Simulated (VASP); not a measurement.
The system is Ca.

```
Ca
1.0
     2.61500    0.00000    0.00000
     0.00000    2.61500    0.00000
     0.00000    0.00000    2.61500
Ca
1
Direct
  0.00000 0.00000 0.00000
```

This isn't the form of Ca at room conditions, which is fcc.

- Program: VASP 6.6.1
- Task: relaxation of cell and atoms
- Functional: LDA
- Potentials or basis: VASP PAW LDA potentials, release 64 (Ca_sv)
- Cutoff: 600 eV
- k mesh: 12 × 12 × 12
- Occupations: fermi-dirac, width 0.1 eV
- Spin: no spin polarisation

At the start: pressure 35.0 GPa; volume 17.88 Å³/atom.

Question: Where does the relaxation end?

Answer: Over 6 steps the energy falls by 1231.1 meV/atom and the volume is 37.84 Å³/atom (+111.6 %); space group Pm-3m (No. 221, to 0.1 Å) before and after.

Step by step:
| step | energy change (eV) | largest force (eV/Å) | pressure (GPa) | volume (Å³) |
| --- | --- | --- | --- | --- |
| 1 | 0.0000 | 0.0000 | 35.01 | 17.88 |
| 2 | -1.1367 | 0.0000 | 4.50 | 30.02 |
| 3 | -1.2126 | 0.0000 | 1.66 | 34.13 |
| 4 | -1.2040 | 0.0000 | -1.44 | 43.43 |
| 5 | -1.2309 | 0.0000 | -0.14 | 38.36 |
| 6 | -1.2311 | 0.0000 | 0.04 | 37.84 |

Final structure:
```xyz
1
Lattice="3.3573 0.0000 0.0000 0.0000 3.3573 0.0000 0.0000 0.0000 3.3573" Properties=species:S:1:pos:R:3 pbc="T T T"
Ca    0.0000    0.0000    0.0000
```

Caveat: the volume moved by over 15 % at a fixed basis, so the end points are rough.
